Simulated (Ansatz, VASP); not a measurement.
# Two plane-wave programs on ZrB

POSCAR

```
ZrB
1.0
    0.0000000000      2.4181529448      2.4181529448
    2.4181529448      0.0000000000      2.4181529448
    2.4181529448      2.4181529448      0.0000000000
Zr B
1 1
Direct
    0.5000000000      0.5000000000      0.5000000000
    0.0000000000      0.0000000000      0.0000000000
```

The input INCAR.step1:

```
PREC = Accurate
ENCUT = 550
ISMEAR = 0
SIGMA = 0.05
LREAL = F
LASPH = T
NELM = 120
NBANDS = 14
GGA = PE
ALGO = Normal
EDIFF = 1E-5
LWAVE = T
LCHARG = F
GGA_COMPAT = F
```

The input INCAR.step2:

```
PREC = Accurate
ENCUT = 550
EDIFF = 1E-6
ISMEAR = 0
SIGMA = 0.05
LREAL = F
LASPH = T
NELM = 120
ALGO = Normal
ISIF = 2
LWAVE = F
LCHARG = F
METAGGA = R2SCAN
LMIXTAU = T
LUSE_VDW = T
IVDW_NL = 2
BPARAM = 11.95
CPARAM = 0.0093
NBANDS = 14
ISTART = 1
GGA_COMPAT = F
```

KPOINTS

```
regular mesh
0
Gamma
  8 8 8
```

Input for Ansatz:

```yaml
crystal:
  lattice:
    - [0.0, 2.4181529448, 2.4181529448]
    - [2.4181529448, 0.0, 2.4181529448]
    - [2.4181529448, 2.4181529448, 0.0]
  atoms:
    - { symbol: Zr, position: [0.5, 0.5, 0.5] }
    - { symbol: B, position: [0.0, 0.0, 0.0] }
basis:
  ecutwfc: 500
  ecutrho_ratio: 4
kpoints:
  mp_grid: { grid: [8, 8, 8] }
hamiltonian:
  xc: r2scan
  dispersion: rvv10
scf:
  occupations: { method: gaussian, width: 0.05 }
output:
  forces: true
  stress: true
  eigenvalues: true
```

Alike in both runs: task single point; functional r2SCAN; dispersion rVV10; k mesh 8 × 8 × 8; occupations gaussian, width 0.05 eV; no spin polarisation.

|  | VASP | Ansatz |
| --- | --- | --- |
| version | VASP 6.6.1 | Ansatz 0.2.0 |
| potentials or method | VASP PAW PBE potentials, release 64 (Zr_sv, B), cutoff 550 eV | scalar-relativistic, plane waves, PAW |
| valence electrons in the cell | 15 | 15 |

Ansatz gave:

| Quantity | Value |
| --- | --- |
| gap on the k mesh at the Fermi level (eV) | none |
| pressure (GPa) | 7.3 |

Task: What did VASP give for the same quantities?

Result: gap on the k mesh at the Fermi level (eV): none; pressure (GPa): 7.6.

VASP's potentials were made for PBE, not for r2SCAN. A gap of «none» marks a metal or a gap that the smearing closes.
